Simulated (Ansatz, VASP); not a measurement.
**One calculation of Bi, two programs**

Contents of INCAR:

```
ALGO = Normal
DIPOL = 0.5 0.5 0.500
EDIFF = 1E-6
ENCUT = 520
IDIPOL = 3
ISIF = 2
ISMEAR = 0
LASPH = True
LCHARG = False
LDIPOL = True
LREAL = False
LWAVE = False
NBANDS = 22
NELM = 100
PREC = Accurate
SIGMA = 0.02
```

KPOINTS

```
k-points
0
Gamma
  9 9 1
```

POSCAR

```
Bi
1.0
    4.4190000000      0.0000000000      0.0000000000
   -2.2095000000      3.8269662593      0.0000000000
    0.0000000000      0.0000000000     28.0000000000
Bi
2
Direct
    0.3333333333      0.6666666667      0.5065714286
    0.6666666667      0.3333333333      0.4934285714
```

Input for Ansatz:

```yaml
crystal:
  lattice:
    - [4.419, 0.0, 0.0]
    - [-2.2095, 3.8269662593, 0.0]
    - [0.0, 0.0, 28.0]
  atoms:
    - { symbol: Bi, position: [0.3333333333, 0.6666666667, 0.5065714286] }
    - { symbol: Bi, position: [0.6666666667, 0.3333333333, 0.4934285714] }
  periodic: [true, true, false]
basis:
  ecutwfc: 420
kpoints:
  mp_grid: { grid: [9, 9, 1] }
hamiltonian:
  xc: lda
scf:
  occupations: { method: gaussian, width: 0.02 }
output:
  forces: true
  stress: true
  eigenvalues: true
```

Alike in both runs: task single point; functional LDA; k mesh 9 × 9 × 1; occupations gaussian, width 0.02 eV; no spin polarisation.

```csv
,VASP,Ansatz
version,VASP 6.6.1,Ansatz 0.2.0
potentials or method,"VASP PAW LDA potentials, release 64 (Bi_d), cutoff 520 eV","scalar-relativistic, plane waves, PAW"
valence electrons in the cell,30,30
```

|  | VASP | Ansatz | Ansatz less VASP |
| --- | --- | --- | --- |
| gap on the k mesh at the Fermi level (eV) | none | none | - |
| rms of the force components (eV/Å) | 1.024 | 0.997 | -0.0272 |

LDA's correlation is that of Perdew and Zunger in VASP and of Perdew and Wang (1992) in Ansatz. Atom by atom the forces differ by 0.027 eV/Å (rms over components). A gap of «none» marks a metal or a gap that the smearing closes.

Spin-orbit coupling is off throughout.
